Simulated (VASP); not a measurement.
Crystal: LaRh3C.

```
CELL_PARAMETERS angstrom
4.26694 0.00000 0.00000
0.00000 4.26694 0.00000
0.00000 0.00000 4.26694
ATOMIC_POSITIONS crystal
La 0.50000 0.50000 0.50000
Rh 0.50000 0.00000 0.00000
Rh 0.00000 0.50000 0.00000
Rh 0.00000 0.00000 0.50000
C 0.00000 0.00000 0.00000
```

```yaml
Program: VASP 6.6.1
Task: relaxation of cell and atoms
Functional: PBEsol
Dispersion: D3(BJ)
Potentials_or_basis: VASP PAW PBE potentials, release 64 (La, Rh_pv, C)
Cutoff: 600 eV
k_mesh: 5 × 5 × 5
Occupations: fermi-dirac, width 0.15 eV
Spin: no spin polarisation
```

At the start: pressure -14.2 GPa; volume 15.54 Å³/atom.

Problem. How do energy, volume and symmetry change on relaxing?

Solution. Over 4 steps the energy falls by 55.2 meV/atom and the volume is 14.39 Å³/atom (-7.4 %); space group Pm-3m (No. 221, to 0.1 Å) before and after.

Step by step:
| step | energy change (eV) | largest force (eV/Å) | pressure (GPa) | volume (Å³) |
| --- | --- | --- | --- | --- |
| 1 | 0.0000 | 0.0000 | -14.16 | 77.69 |
| 2 | 0.6300 | 0.0000 | 37.89 | 63.25 |
| 3 | -0.2754 | 0.0000 | -0.63 | 72.10 |
| 4 | -0.2758 | 0.0000 | -0.10 | 71.93 |

Final structure:
```
CELL_PARAMETERS angstrom
4.15880 0.00000 0.00000
0.00000 4.15880 0.00000
0.00000 0.00000 4.15880
ATOMIC_POSITIONS crystal
La 0.50000 0.50000 0.50000
Rh 0.50000 0.00000 0.00000
Rh 0.00000 0.50000 0.00000
Rh 0.00000 0.00000 0.50000
C 0.00000 0.00000 0.00000
```

Caveat: the PAW data sets were made with another functional, which shifts forces and pressure a little.
